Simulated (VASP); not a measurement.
Input of a VASP 6.6.1 run:

Contents of INCAR:

```
SYSTEM = HfO2
  PREC = Accurate
  ENCUT = 520
  EDIFF = 1E-6
  ISMEAR = -1
  SIGMA = 0.05
  LREAL = .False.
  LASPH = .True.
  NELM = 60
  ALGO = Normal
  ISIF = 2
  LWAVE = .False.
  LCHARG = .False.
  GGA = RP
  IVDW = 13
  NBANDS = 56
```

KPOINTS

```
Automatic mesh
0
Gamma
  5 5 5
  0 0 0
```

The input POSCAR:

```
HfO2
1.0
    5.0488293586      0.0000000000      0.0000000000
    0.0000000000      5.1156143815      0.0000000000
   -0.8470580823      0.0000000000      5.1434008384
Hf O
4 8
Direct
    0.2755000000      0.4603000000      0.7080000000
    0.7245000000      0.9603000000      0.7920000000
    0.7245000000      0.5397000000      0.2920000000
    0.2755000000      0.0397000000      0.2080000000
    0.0742000000      0.1684000000      0.8467000000
    0.9258000000      0.6684000000      0.6533000000
    0.9258000000      0.8316000000      0.1533000000
    0.0742000000      0.3316000000      0.3467000000
    0.4487000000      0.7419000000      0.9801000000
    0.5513000000      0.2419000000      0.5199000000
    0.5513000000      0.2581000000      0.0199000000
    0.4487000000      0.7581000000      0.4801000000
```

Potentials or basis: VASP PAW PBE potentials, release 64 (Hf_pv, O).

Launch:

```sh
$ cat potpaw_PBE.64/Hf_pv/POTCAR potpaw_PBE.64/O/POTCAR > POTCAR
$ mpirun -np 1 vasp_std > vasp.out
```

**Question.** Predict the largest force.

**Answer.** 0.602 eV/Å.

**Question.** Estimate the dispersion energy per atom.

**Answer.** -0.407 eV.

Stress tensor (GPa, compression positive):
```
10.79  0.00  1.27
 0.00 10.41  0.00
 1.27  0.00 11.19
```

Caveat: the cell stands under pressure; the PAW data sets were made with another functional, which shifts forces and pressure a little.
